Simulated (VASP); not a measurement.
# GaAs (F-43m) in VASP: notebook

Runs on GaAs. Level: LDA. Tasks: electric field gradients.

Program: VASP 6.6.1. These are calculated values, not measurements. Logs are shortened: lines on timing, memory, paths and dates and some standing lists are left out, and cuts for length are marked.

## 1. The cell of the first run

The structure is cubic, space group F-43m (No. 216). The conventional cell has a = 5.691 Å, b = 5.691 Å, c = 5.691 Å, α = 90.00°, β = 90.00°, γ = 90.00°. Ga (site symmetry -43m) has 4 As at 2.46 Å within 3.3 Å. As (site symmetry -43m) has 4 Ga at 2.46 Å within 3.3 Å.

## 2. Electric field gradients, LDA (23.04 Å³/atom)

INCAR

```
PREC     = Accurate       # precision mode
ENCUT    = 520            # plane-wave cutoff, eV
EDIFF    = 1E-8           # SCF threshold, eV
ISMEAR   = -1             # smearing method
SIGMA    = 0.05           # smearing width, eV
LREAL    = False          # projectors in reciprocal space
LASPH    = True           # aspherical terms in the spheres
NELM     = 60             # most SCF steps
ALGO     = Normal         # electronic algorithm
ISIF     = 2              # what is computed and relaxed
LWAVE    = False          # write WAVECAR
LCHARG   = False          # write CHGCAR
LEFG     = True         
NBANDS   = 16             # bands
```

KPOINTS

```
Automatic mesh
0
Gamma
  11 11 11
```

POSCAR

```
GaAs
1.0
    0.0000000000      2.8455714065      2.8455714065
    2.8455714065      0.0000000000      2.8455714065
    2.8455714065      2.8455714065      0.0000000000
Ga As
1 1
Direct
    0.0000000000      0.0000000000      0.0000000000
    0.7500000000      0.7500000000      0.7500000000
```

Potentials or basis: VASP PAW LDA potentials, release 64 (Ga_d, As).

Started as:

```bash
cat potpaw_LDA.64/Ga_d/POTCAR potpaw_LDA.64/As/POTCAR > POTCAR
mpirun -np 1 vasp_std > vasp.out
```

OUTCAR:

```text
PREC = Accurate
   ENCUT = 520
   EDIFF = 1E-8
   ISMEAR = -1
   LREAL = False
   LASPH = True
   NELM = 60
   ISIF = 2

 ion  position               nearest neighbor table
   1  0.000  0.000  0.000-   2 2.46   2 2.46   2 2.46   2 2.46
   2  0.750  0.750  0.750-   1 2.46   1 2.46   1 2.46   1 2.46

  LATTYP: Found a face centered cubic cell.
 ALAT       =     5.6911428130

  Lattice vectors:

 A1 = (   0.0000000000,   2.8455714065,   2.8455714065)
 A2 = (   2.8455714065,   0.0000000000,   2.8455714065)
 A3 = (   2.8455714065,   2.8455714065,   0.0000000000)

Analysis of symmetry for initial positions (statically):
=====================================================================
 Subroutine PRICEL returns:
 Original cell was already a primitive cell.

 Routine SETGRP: Setting up the symmetry group for a
 face centered cubic supercell.

 Subroutine GETGRP returns: Found 24 space group operations
 (whereof 24 operations were pure point group operations)
 out of a pool of 48 trial point group operations.

The static configuration has the point symmetry T_d .

Analysis of symmetry for dynamics (positions and initial velocities):
=====================================================================
 Subroutine PRICEL returns:
 Original cell was already a primitive cell.

 Routine SETGRP: Setting up the symmetry group for a
 face centered cubic supercell.

 Subroutine GETGRP returns: Found 24 space group operations
 (whereof 24 operations were pure point group operations)
 out of a pool of 48 trial point group operations.

The dynamic configuration has the point symmetry T_d .

 Subroutine INISYM returns: Found 24 space group operations
 (whereof 24 operations are pure point group operations),
 and found     1 'primitive' translations

----------------------------------------------------------------------------------------

                                     Primitive cell

  volume of cell :      46.0828

  direct lattice vectors                    reciprocal lattice vectors
     0.000000000  2.845571406  2.845571406    -0.175711633  0.175711633  0.175711633
     2.845571406  0.000000000  2.845571406     0.175711633 -0.175711633  0.175711633
     2.845571406  2.845571406  0.000000000     0.175711633  0.175711633 -0.175711633

  length of vectors
     4.024245676  4.024245676  4.024245676     0.304341477  0.304341477  0.304341477

  position of ions in fractional coordinates (direct lattice)
     0.000000000  0.000000000  0.000000000
     0.750000000  0.750000000  0.750000000

  ion indices of the primitive-cell ions
   primitive index   ion index
                 1           1
                 2           2

----------------------------------------------------------------------------------------

 KPOINTS: Automatic mesh

Automatic generation of k-mesh.
 Grid dimensions read from file:
 generate k-points for:   11   11   11

 Generating k-lattice:

  Cartesian coordinates                     Fractional coordinates (reciprocal lattice)
    -0.015973785  0.015973785  0.015973785     0.090909091  0.000000000  0.000000000
     0.015973785 -0.015973785  0.015973785     0.000000000  0.090909091  0.000000000
     0.015973785  0.015973785 -0.015973785     0.000000000  0.000000000  0.090909091

  Length of vectors
     0.027667407  0.027667407  0.027667407

  Shift w.r.t. Gamma in fractional coordinates (k-lattice)
     0.000000000  0.000000000  0.000000000

 Subroutine IBZKPT returns following result:
 ===========================================

 Found     56 irreducible k-points:

 Following reciprocal coordinates:
            Coordinates               Weight
  0.000000  0.000000  0.000000      1.000000
  0.090909  0.000000  0.000000      8.000000
  0.181818  0.000000  0.000000      8.000000
  0.272727  0.000000  0.000000      8.000000
  0.363636  0.000000  0.000000      8.000000
  0.454545  0.000000  0.000000      8.000000
[... 16 lines left out ...]
 -0.272727  0.181818  0.000000     24.000000
 -0.181818  0.181818  0.000000     12.000000
 [... further k-points ...]
   k-points           NKPTS =     56   k-points in BZ     NKDIM =     56   number of bands    NBANDS=     16
   number of dos      NEDOS =    301   number of ions     NIONS =      2
   total plane-waves  NPLWV =  27000
   dimension x,y,z NGX =    30 NGY =   30 NGZ =   30
   dimension x,y,z NGXF=    60 NGYF=   60 NGZF=   60
   ions per type =               1   1
   NGX,Y,Z   is equivalent  to a cutoff of  12.39, 12.39, 12.39 a.u.
   NGXF,Y,Z  is equivalent  to a cutoff of  24.79, 24.79, 24.79 a.u.
 SYSTEM =  unknown system
   PREC   = accura    normal or accurate (medium, high low for compatibility)
   ISTART =      0    job   : 0-new  1-cont  2-samecut
   ICHARG =      2    charge: 1-file 2-atom 10-const
   ISPIN  =      1    spin polarized calculation?
   LNONCOLLINEAR =      F non collinear calculations
   LSORBIT =      F    spin-orbit coupling
   LASPH  =      T    aspherical Exc in radial PAW
   ENCUT  =  520.0 eV  38.22 Ry    6.18 a.u.   7.48  7.48  7.48*2*pi/ulx,y,z
   NELM   =     60;   NELMIN=  2; NELMDL= -5     # of ELM steps
   EDIFF  = 0.1E-07   stopping-criterion for ELM
   LREAL  =      F    real-space projection
   EDIFFG = 0.1E-06   stopping-criterion for IOM
   NSW    =      0    number of steps for IOM
   IBRION =     -1    ionic relax: 0-MD 1-quasi-New 2-CG
   NFREE  =      0    steps in history (QN), initial steepest desc. (CG)
   ISIF   =      2    stress and relaxation
   ISYM   =      2    0-nonsym 1-usesym 2-fastsym
   POTIM  = 0.5000    time-step for ionic-motion
   TEBEG  =    0.0;   TEEND  =   0.0 temperature during run
   PSTRESS=    0.0 pullay stress
   NELECT =      18.0000    total number of electrons
   NUPDOWN=      -1.0000    fix difference up-down
   EMIN   =  10.00;   EMAX   =-10.00  energy-range for DOS
   EFERMI =   0.00;   METHOD = LEGACY
   ISMEAR =    -1;   SIGMA  =   0.05  broadening in eV -4-tet -1-fermi 0-gaus
   EFERMI_NEDOS =   21; number of points for ismear=-14 and -15
   IALGO  =     38    algorithm
   IMIX   =      4    mixing-type and parameters
     AMIX     =   0.40;   BMIX     =  1.00
     AMIX_MAG =   1.60;   BMIX_MAG =  1.00
  volume/ion in A,a.u.               =      23.04       155.49
  Fermi-wavevector in a.u.,A,eV,Ry     =   1.196702  2.261440 19.484859  1.432097
  Thomas-Fermi vector in A             =   2.332636
   LORBIT       =      0    0 simple, 1 ext, 2 COOP (PROOUT), +10 PAW based schemes
   GGA     = CA    functional components
   LHFCALC =     F    Hartree Fock is set to
   AEXX    =    0.0000 exact exchange contribution
   IVDW    =     0    specifies the selected vdW correction
   LEPSILON=     F    determine dielectric tensor
   LRPA    =     F    only Hartree local field effects (RPA)
 non-spin polarized calculation
  energy-cutoff  :      520.00
  volume of cell :       46.08
 maximum number of plane-waves:      1259
 NGX is ok and might be reduce to    30
   NGX = 15   NGY = 15   NGZ = 15

 number of electron      17.9999985 magnetization

 Free energy of the ion-electron system (eV)
  ---------------------------------------------------
  ext. energy  EPLUGINS =         0.00000000
  ---------------------------------------------------
  free energy    TOTEN  =        -9.62418913 eV

  energy without entropy =       -9.62403646  energy(sigma->0) =       -9.62411280

 E-fermi :   3.7534     XC(G=0):  -9.8255

 val. band max:        3.6129285870   @ k =   0.0000   0.0000   0.0000
 cond. band min:       3.7982628849   @ k =   0.0000   0.0000   0.0000
 fundamental gap:      0.1853342979
 Fermi energy:         3.7533632268

 k-point     1 :       0.0000    0.0000    0.0000
  band No.  band energies     occupation
      1     -11.2785      2.00000
      2     -11.2785      2.00000
      3     -11.2785      2.00000
      4     -11.2051      2.00000
      5     -11.2051      2.00000
      6      -9.0113      2.00000
[... 8 lines left out ...]
     15      13.7323      0.00000
     16      13.7323      0.00000

 k-point     2 :       0.0909    0.0000    0.0000
  band No.  band energies     occupation
      1     -11.2849      2.00000
      2     -11.2768      2.00000
      3     -11.2768      2.00000
      4     -11.2052      2.00000
      5     -11.2052      2.00000
      6      -8.9171      2.00000
[... 8 lines left out ...]
     15      13.1049      0.00000
     16      13.1049      0.00000

 k-point     3 :       0.1818    0.0000    0.0000
  band No.  band energies     occupation
      1     -11.3013      2.00000
      2     -11.2722      2.00000
      3     -11.2722      2.00000
      4     -11.2052      2.00000
      5     -11.2052      2.00000
      6      -8.6442      2.00000
[... 8 lines left out ...]
     15      12.5653      0.00000
     16      12.5653      0.00000

 k-point     4 :       0.2727    0.0000    0.0000
  band No.  band energies     occupation
      1     -11.3211      2.00000
      2     -11.2669      2.00000
      3     -11.2669      2.00000
      4     -11.2045      2.00000
      5     -11.2045      2.00000
      6      -8.2255      2.00000
[... 8 lines left out ...]
     15      12.6944      0.00000
     16      12.6944      0.00000
[... 324 lines left out ...]
 k-point    22 :      -0.3636    0.1818    0.0000
  band No.  band energies     occupation
      1     -11.3514      2.00000
      2     -11.2571      2.00000
      3     -11.2544      2.00000
      4     -11.2052      2.00000
      5     -11.2043      2.00000
      6      -7.2149      2.00000
[... 8 lines left out ...]
     15      13.0286      0.00000
     16      14.8837      0.00000

 k-point    23 :      -0.2727    0.1818    0.0000
  band No.  band energies     occupation
      1     -11.3413      2.00000
      2     -11.2590      2.00000
      3     -11.2589      2.00000
      4     -11.2070      2.00000
      5     -11.2036      2.00000
      6      -7.6309      2.00000
[... 8 lines left out ...]
     15      13.8163      0.00000
     16      15.5003      0.00000

 k-point    24 :      -0.1818    0.1818    0.0000
  band No.  band energies     occupation
      1     -11.3272      2.00000
      2     -11.2648      2.00000
      3     -11.2623      2.00000
      4     -11.2079      2.00000
      5     -11.2031      2.00000
      6      -8.0834      2.00000
[... 8 lines left out ...]
     15      13.6170      0.00000
     16      14.2975      0.00000

 [... further k-points ...]
[... 5 lines left out ...]
  --------------------------------------------------------------------------------------
  -------------------------------------------------------------------------------------
  Total       -0.8184187     -0.8184187     -0.8184187     -0.0000000      0.0000000      0.0000000
  in kB      -28.4542860    -28.4542860    -28.4542860     -0.0000000      0.0000000      0.0000000
  external PRESSURE =     -28.4542860 kB  Pullay stress =       0.0000000 kB

 VOLUME and BASIS-vectors are now :
 -----------------------------------------------------------------------------
  energy-cutoff  :      520.00
  volume of cell :       46.08
      direct lattice vectors                 reciprocal lattice vectors
     0.000000000  2.845571406  2.845571406    -0.175711633  0.175711633  0.175711633
     2.845571406  0.000000000  2.845571406     0.175711633 -0.175711633  0.175711633
     2.845571406  2.845571406  0.000000000     0.175711633  0.175711633 -0.175711633

 POSITION                                       TOTAL-FORCE (eV/Angst)
 -----------------------------------------------------------------------------------
      0.00000      0.00000      0.00000         0.000000      0.000000      0.000000
      4.26836      4.26836      4.26836        -0.000000     -0.000000     -0.000000
 -----------------------------------------------------------------------------------
    total drift:                                0.000000      0.000000     -0.000000

  FREE ENERGIE OF THE ION-ELECTRON SYSTEM (eV)
  ---------------------------------------------------
  free  energy   TOTEN  =        -9.6241891344 eV

  energy  without entropy=       -9.6240364603  energy(sigma->0) =       -9.62411280

 Electric field gradients (V/A^2)
---------------------------------------------------------------------
 ion       V_xx      V_yy      V_zz      V_xy      V_xz      V_yz
---------------------------------------------------------------------
   1      -0.000    -0.000     0.000    -0.002    -0.002    -0.002
   2      -0.000    -0.000    -0.000     0.000     0.000     0.000
---------------------------------------------------------------------

 Electric field gradients after diagonalization (V/A^2)
 (convention: |V_zz| > |V_xx| > |V_yy|)
----------------------------------------------------------------------
 ion       V_xx      V_yy      V_zz     asymmetry (V_yy - V_xx)/ V_zz
----------------------------------------------------------------------
   1       0.002     0.002    -0.005       0.000
   2      -0.000    -0.000     0.000       0.000
----------------------------------------------------------------------

           NMR quadrupolar parameters

 Cq : quadrupolar parameter    Cq=e*Q*V_zz/h
 eta: asymmetry parameters     (V_yy - V_xx)/ V_zz
 Q  : nuclear electric quadrupole moment in mb (millibarn)
----------------------------------------------------------------------
 ion       Cq(MHz)       eta       Q (mb)
----------------------------------------------------------------------
   1      -0.000       0.000       1.000
   2       0.000       0.000       1.000
----------------------------------------------------------------------
```

Wall time 65 s (1 thread of Intel Xeon 8259CL, shared host); peak memory 0.18 GiB.

What came out:

* Free energy: -9.6242 eV
* Pressure: -2.8 GPa
* Band gap on the k mesh: 0.19 eV
* Largest electric field gradient by atom: under 0.05 V/Å² on every atom

Levels at points of the mesh, in eV from the valence-band top:
```csv
k point,band 5,band 6,band 7,band 8,band 9,band 10,band 11,band 12,band 13,band 14
"(0.00, 0.00, 0.00)",-14.82,-12.62,0.00,0.00,0.00,0.19,3.67,3.67,3.67,7.28
```

Caveat: semilocal functionals underestimate gaps, and a narrow one can read as zero.

## 3. Electric field gradients, LDA (23.94 Å³/atom)

This run uses another cell than the first one, of 23.94 Å³/atom.

INCAR

```
ALGO = Normal ; EDIFF = 1E-8
ENCUT = 520 ; GGA = CA
ISIF = 2 ; ISMEAR = -1
LASPH = True ; LCHARG = False
LEFG = True ; LREAL = False
LWAVE = False ; NBANDS = 16
NELM = 60 ; PREC = Accurate
SIGMA = 0.05
```

KPOINTS

```
k-points
0
Gamma
  11 11 11
```

POSCAR

```
GaAs
1.0
    0.0000000000      2.8822925071      2.8822925071
    2.8822925071      0.0000000000      2.8822925071
    2.8822925071      2.8822925071      0.0000000000
Ga As
1 1
Direct
    0.0000000000      0.0000000000      0.0000000000
    0.7500000000      0.7500000000      0.7500000000
```

Potentials or basis: VASP PAW LDA potentials, release 64 (Ga_d, As).

Started as:

```bash
cat potpaw_LDA.64/Ga_d/POTCAR potpaw_LDA.64/As/POTCAR > POTCAR
mpirun -np 1 vasp_std > vasp.out
```

OUTCAR:

```text
EDIFF = 1E-8
   ENCUT = 520
   GGA = CA
   ISIF = 2
   ISMEAR = -1
   LASPH = True
   LREAL = False
   NELM = 60
   PREC = Accurate

 ion  position               nearest neighbor table
   1  0.000  0.000  0.000-   2 2.50   2 2.50   2 2.50   2 2.50
   2  0.750  0.750  0.750-   1 2.50   1 2.50   1 2.50   1 2.50

  LATTYP: Found a face centered cubic cell.
 ALAT       =     5.7645850142

  Lattice vectors:

 A1 = (   0.0000000000,   2.8822925071,   2.8822925071)
 A2 = (   2.8822925071,   0.0000000000,   2.8822925071)
[... 668 lines left out ...]
  free  energy   TOTEN  =        -9.5799353315 eV

  energy  without entropy=       -9.5796429915  energy(sigma->0) =       -9.57978916

 Electric field gradients (V/A^2)
---------------------------------------------------------------------
 ion       V_xx      V_yy      V_zz      V_xy      V_xz      V_yz
---------------------------------------------------------------------
   1      -0.000     0.000    -0.000    -0.000    -0.000    -0.000
   2       0.000     0.000    -0.000     0.000     0.000     0.000
---------------------------------------------------------------------

 Electric field gradients after diagonalization (V/A^2)
 (convention: |V_zz| > |V_xx| > |V_yy|)
----------------------------------------------------------------------
 ion       V_xx      V_yy      V_zz     asymmetry (V_yy - V_xx)/ V_zz
----------------------------------------------------------------------
   1       0.000     0.000    -0.000       0.000
   2      -0.000    -0.000     0.001       0.000
----------------------------------------------------------------------

           NMR quadrupolar parameters

 Cq : quadrupolar parameter    Cq=e*Q*V_zz/h
 eta: asymmetry parameters     (V_yy - V_xx)/ V_zz
 Q  : nuclear electric quadrupole moment in mb (millibarn)
----------------------------------------------------------------------
 ion       Cq(MHz)       eta       Q (mb)
----------------------------------------------------------------------
   1      -0.000       0.000       1.000
   2       0.000       0.000       1.000
----------------------------------------------------------------------
```

OSZICAR:

```text
N       E                     dE             d eps       ncg     rms          rms(c)
DAV:   1     0.816474076843E+02    0.81647E+02   -0.88843E+03  1824   0.150E+03
DAV:   2    -0.298705070450E+01   -0.84634E+02   -0.80423E+02  2032   0.304E+02
DAV:   3    -0.967720612159E+01   -0.66902E+01   -0.66677E+01  2192   0.668E+01
DAV:   4    -0.978438620224E+01   -0.10718E+00   -0.10716E+00  2224   0.942E+00
DAV:   5    -0.978596135224E+01   -0.15751E-02   -0.15751E-02  2232   0.102E+00    0.279E+00
DAV:   6    -0.961787443861E+01    0.16809E+00   -0.21139E-01  2728   0.755E+00    0.162E+00
DAV:   7    -0.958330041262E+01    0.34574E-01   -0.52665E-02  2576   0.161E+00    0.513E-01
DAV:   8    -0.957993149988E+01    0.33689E-02   -0.78159E-03  2168   0.948E-01    0.839E-02
DAV:   9    -0.957992289759E+01    0.86023E-05   -0.62716E-04  2240   0.328E-01    0.428E-02
DAV:  10    -0.957993034677E+01   -0.74492E-05   -0.33800E-05  2344   0.504E-02    0.224E-02
DAV:  11    -0.957993545230E+01   -0.51055E-05   -0.68383E-06  2096   0.404E-02    0.196E-03
DAV:  12    -0.957993532929E+01    0.12302E-06   -0.50217E-07  2328   0.926E-03    0.158E-03
DAV:  13    -0.957993533150E+01   -0.22096E-08   -0.87256E-08  2312   0.209E-03
   1 F= -.95799353E+01 E0= -.95797892E+01  d E =-.292340E-03
```

stdout:

```text
POSCAR found type information on POSCAR GaAs
 POSCAR found :  2 types and       2 ions
 scaLAPACK will be used
 LDA part: xc-table for (Slater(with rela. corr.)+CA(PZ))
 , standard interpolation
 POSCAR, INCAR and KPOINTS ok, starting setup
 FFT: planning ... GRIDC
 FFT: planning ... GRID_SOFT
 FFT: planning ... GRID
 WAVECAR not read
 entering main loop
ion   1

ion   2
```

Wall time 45 s (1 thread of Intel Xeon 8259CL, shared host); peak memory 0.18 GiB.

Results:

- Free energy: -9.5799 eV
- Pressure: -4.9 GPa
- Band gap on the k mesh: zero (filled and empty bands touch)
- Largest electric field gradient by atom: under 0.05 V/Å² on every atom

Caveat: the cell stands under tension; semilocal functionals underestimate gaps, and a narrow one can read as zero.

[end of part 1 of 2]

The gap in the log of VASP goes by the Fermi energy; the results here count the filled bands.